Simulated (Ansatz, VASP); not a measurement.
**SiC: VASP beside Ansatz**

```
CELL_PARAMETERS angstrom
5.86466 0.00000 0.00000
0.00000 3.14161 0.00000
0.00000 0.00000 5.20117
ATOMIC_POSITIONS crystal
Si 0.84096 0.75000 0.40461
Si 0.65904 0.25000 0.90461
Si 0.34096 0.75000 0.09539
Si 0.15904 0.25000 0.59539
C 0.82604 0.25000 0.60511
C 0.67396 0.75000 0.10511
C 0.32604 0.25000 0.89489
C 0.17396 0.75000 0.39489
```

Alike in both runs: functional PBE; k mesh 4 × 6 × 4; occupations gaussian, width 0.1 eV; no spin polarisation.

Ansatz relaxed the structure, and its values are those at the end. VASP's run is a single point on that final structure, the one shown.

|  | VASP | Ansatz |
| --- | --- | --- |
| version | VASP 6.6.1 | Ansatz 0.2.0 |
| potentials or method | VASP PAW PBE potentials, release 64 (Si, C), cutoff 520 eV | scalar-relativistic, plane waves, PAW |
| valence electrons in the cell | 32 | 32 |

Ansatz gave:

| Quantity | Value |
| --- | --- |
| gap on the k mesh at the Fermi level (eV) | 2.54 |
| least direct gap on the mesh (eV) | 3.06 |
| pressure (GPa) | 0.0 |
| rms of the force components (eV/Å) | 0.005 |

Task: What did VASP give for the same quantities?

Result: gap on the k mesh at the Fermi level (eV): 2.54; least direct gap on the mesh (eV): 3.06; pressure (GPa): 0.0; rms of the force components (eV/Å): 0.006.
